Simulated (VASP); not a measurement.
Input of a VASP 6.6.1 run:

File INCAR:

```
SYSTEM = SnO
PREC = Accurate ; ENCUT = 1340
EDIFF = 1E-6 ; ISMEAR = 0
SIGMA = 0.15 ; LREAL = .False.
LASPH = .True. ; NELM = 120
ALGO = Normal ; ISIF = 2
LWAVE = .False. ; LCHARG = .False.
GGA = CA ; NBANDS = 28
GGA_COMPAT = .False.
```

File KPOINTS:

```
regular mesh
0
Gamma
  10 10 8
  0 0 0
```

The input POSCAR:

```
SnO
1.0
    3.7657594054      0.0000000000      0.0000000000
    0.0000000000      3.7657594054      0.0000000000
    0.0000000000      0.0000000000      4.8890000000
Sn O
2 2
Direct
    0.0000000000      0.5000000000      0.2455950842
    0.5000000000      0.0000000000      0.7544049158
    0.0000000000      0.0000000000      0.0000000000
    0.5000000000      0.5000000000      0.0000000000
```

Potentials or basis: VASP PAW LDA potentials, release 64 (Sn_d, O_h).

Launch:

```bash
$ cat potpaw_LDA.64/Sn_d/POTCAR potpaw_LDA.64/O_h/POTCAR > POTCAR
$ mpirun -np 1 vasp_std > vasp.out
```

Task: Estimate the largest force.

Result: 0.803 eV/Å.

Task: What does it give for the pressure?

Result: -3.8 GPa.

Task: Estimate the band gap on the k mesh.

Result: Zero (bands 20 and 21 overlap by 0.27 eV).

Forces in eV/Å, atoms in the order of the input:
```
Sn   0.000  0.000 -0.803
Sn   0.000  0.000  0.803
O    0.000  0.000  0.000
O    0.000  0.000  0.000
```

Caveat: the cell stands under tension; semilocal functionals underestimate gaps, and a narrow one can read as zero; spin-orbit coupling is left out, which moves the levels of the heavy elements.
